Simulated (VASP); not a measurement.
# MgO: single point with PBEsol

MgO:

```
Mg O
1.0
     3.57637    0.00000    0.00000
    -1.78818    3.09723    0.00000
     0.00000    0.00000    3.99882
Mg O
2 2
Direct
  0.65457 0.30915 0.75000
  0.34543 0.69085 0.25000
  0.67557 0.35114 0.25000
  0.32443 0.64886 0.75000
```

This cell differs from its parent crystal: mode 5 frozen in at -0.073 Å, strain +e along z and -e/2 along x and y -0.0467.

```yaml
Program: VASP 6.6.1
Task: single point
Functional: PBEsol
Potentials_or_basis: VASP PAW PBE potentials, release 64 (Mg, O)
Cutoff: 520 eV
k_mesh: 9 × 9 × 6
Occupations: gaussian, width 0.05 eV
Spin: no spin polarisation
```

```yaml
Pressure: 1.7 GPa
Largest_force: 0.604 eV/Å
Band_gap_on_the_k_mesh: 3.32 eV, direct
```

Forces in eV/Å, atoms in the order of the input:
```
Mg   0.000  0.604  0.000
Mg   0.000 -0.604  0.000
O    0.000 -0.328  0.000
O    0.000  0.328  0.000
```

Stress tensor (GPa, compression positive):
```
-3.40  0.00  0.00
 0.00 -3.18  0.00
 0.00  0.00 11.58
```

Levels at points of the mesh, in eV from the valence-band top:
```
           k point  band 4  band 5  band 6  band 7  band 8  band 9  band 10  band 11  band 12  band 13
(0.00, 0.00, 0.00)   -1.81   -1.71   -0.79   -0.48    0.00    3.32     9.69    11.65    12.48    12.61
(0.00, 0.00, 0.50)   -2.40   -1.25   -1.25   -1.18   -1.18    6.43     6.43    12.34    12.34    12.39
```

Run time: 61 s on 1 thread of Intel(R) Xeon(R) Platinum 8488C (Sapphire Rapids) (shared host), peak memory 0.2 GiB.

Caveat: the cell differs from its parent crystal (mode 5 frozen in at -0.073 Å, strain +e along z and -e/2 along x and y -0.0467); the PAW data sets were made with another functional, which shifts forces and pressure a little.
